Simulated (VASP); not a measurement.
Input of a VASP 6.6.1 run:

POSCAR

```
Sb
1.0
    0.0000000000      2.3712425216      2.3712425216
    2.3712425216      0.0000000000      2.3712425216
    2.3712425216      2.3712425216      0.0000000000
Sb
1
Direct
    0.0000000000      0.0000000000      0.0000000000
```

File INCAR.step1:

```
  PREC = Accurate
  ENCUT = 400
  EDIFF = 1E-5
  ISMEAR = -1
  SIGMA = 0.05
  LREAL = F
  LASPH = T
  NELM = 120
  ALGO = Normal
  ISIF = 2
  LWAVE = T
  LCHARG = F
  NBANDS = 14
  GGA = PE
  GGA_COMPAT = F
```

The input INCAR.step2:

```
  PREC = Accurate
  ENCUT = 400
  EDIFF = 1E-6
  ISMEAR = -1
  SIGMA = 0.05
  LREAL = F
  LASPH = T
  NELM = 120
  ALGO = Normal
  ISIF = 2
  LWAVE = F
  LCHARG = F
  GGA = PS
  LHFCALC = T
  AEXX = 0.25
  PRECFOCK = Normal
  NBANDS = 14
  ISTART = 1
  GGA_COMPAT = F
```

File KPOINTS:

```
Automatic mesh
0
Gamma
  5 5 5
```

Potentials or basis: VASP PAW PBE potentials, release 64 (Sb_d_GW).

Command:

```bash
$ cat potpaw_PBE.64/Sb_d_GW/POTCAR > POTCAR
$ cp INCAR.step1 INCAR
$ mpirun -np 1 vasp_std > vasp.out
$ cp INCAR.step2 INCAR
$ mpirun -np 1 vasp_std > vasp.out
```

**Question.** Estimate the pressure.

**Answer.** -2.8 GPa.

**Question.** Predict the band gap on the k mesh.

**Answer.** Zero (an odd number of electrons rules out a gap without spin polarisation).

Caveat: the k points lie up to 0.46 Å⁻¹ apart, too coarse for converged energies and pressures of a metal; the PAW data sets were made with another functional, which shifts forces and pressure a little; spin-orbit coupling is left out, which moves the levels of the heavy elements.
